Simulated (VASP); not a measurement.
Crystal: CsGa (NaTl type).

```
Cs Ga
1.0
     0.00000    4.03417    4.03417
     4.03417    0.00000    4.03417
     4.03417    4.03417    0.00000
Cs Ga
2 2
Direct
  0.12500 0.12500 0.12500
  0.87500 0.87500 0.87500
  0.37500 0.37500 0.37500
  0.62500 0.62500 0.62500
```

Base run:

* Program: VASP 6.6.1
* Functional: PBEsol
* Potentials or basis: VASP PAW PBE potentials, release 64 (Cs_sv, Ga_d)
* Cutoff: 520 eV
* k mesh: 6 × 6 × 6
* Occupations: fermi-dirac, width 0.05 eV
* Spin: no spin polarisation

Its results: band gap on the k mesh zero (bands 22 and 23 overlap by 0.16 eV); pressure 0.2 GPa.

Question: The run is repeated on the same cell with these changes: functional from PBEsol to revPBE. What comes out?

Answer: Band gap on the k mesh zero (bands 22 and 23 overlap by 0.14 eV); pressure 3.2 GPa.

revPBE binds less tightly than PBEsol, so the same cell stands under more pressure.

Caveats: the PAW data sets were made with another functional, which shifts forces and pressure a little; spin-orbit coupling is left out, which moves the levels of the heavy elements; the cell stands under pressure (at least some runs).
